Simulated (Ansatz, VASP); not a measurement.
## Two plane-wave programs on SiO2

File INCAR:

```
SYSTEM = SiO2
PREC = Accurate ; ENCUT = 520
EDIFF = 1E-7 ; ISMEAR = 0
SIGMA = 0.01 ; LREAL = .False.
LASPH = .True. ; NELM = 80
ALGO = Normal ; ISIF = 2
LWAVE = .False. ; LCHARG = .True.
GGA = PE ; LELF = .True.
LVHAR = .True. ; NBANDS = 25
```

KPOINTS

```
Automatic mesh
0
Gamma
  8 8 8
  0 0 0
```

Contents of POSCAR:

```
SiO2
1.0
   -1.7808734427      1.7808734427      4.3021750541
    1.7808734427     -1.7808734427      4.3021750541
    1.7808734427      1.7808734427     -4.3021750541
Si O
2 4
Direct
    0.7500000000      0.2500000000      0.5000000000
    0.0000000000      0.0000000000      0.0000000000
    0.5421687973      0.0421687973      0.5000000000
    0.7921687973      0.7921687973      0.0000000000
    0.2078312027      0.2078312027      0.0000000000
    0.9578312027      0.4578312027      0.5000000000
```

Input for Ansatz:

```yaml
crystal:
  lattice:
    - [-1.7808734427, 1.7808734427, 4.3021750541]
    - [1.7808734427, -1.7808734427, 4.3021750541]
    - [1.7808734427, 1.7808734427, -4.3021750541]
  atoms:
    - { symbol: Si, position: [0.75, 0.25, 0.5] }
    - { symbol: Si, position: [0.0, 0.0, 0.0] }
    - { symbol: O, position: [0.5421687973, 0.0421687973, 0.5] }
    - { symbol: O, position: [0.7921687973, 0.7921687973, 0.0] }
    - { symbol: O, position: [0.2078312027, 0.2078312027, 0.0] }
    - { symbol: O, position: [0.9578312027, 0.4578312027, 0.5] }
kpoints:
  mp_grid: { grid: [8, 8, 8] }
hamiltonian:
  xc: pbe
scf:
  occupations: { method: fixed }
  n_extra_bands: 5
output:
  forces: true
  stress: true
  eigenvalues: true
```

Alike in both runs: task single point; functional PBE; k mesh 8 × 8 × 8; no spin polarisation.

|  | VASP | Ansatz |
| --- | --- | --- |
| version | VASP 6.6.1 | Ansatz 0.2.0 |
| potentials or method | VASP PAW PBE potentials, release 64 (Si, O) | plane waves, PAW |
| plane-wave cutoff (eV) | 520 | 420 |
| occupations | gaussian, width 0.01 eV | fixed |
| valence electrons in the cell | 32 | 32 |

|  | VASP | Ansatz | Ansatz less VASP |
| --- | --- | --- | --- |
| gap on the k mesh at the Fermi level (eV) | 5.31 | 5.33 | +0.017 |
| pressure (GPa) | -7.3 | -7.4 | -0.11 |
| traceless stress, the component that is largest in VASP (GPa) | -0.77 | -1.14 | -0.375 |
| rms of the force components (eV/Å) | 0.123 | 0.125 | +0.0026 |

Atom by atom the forces differ by 0.003 eV/Å (rms over components).
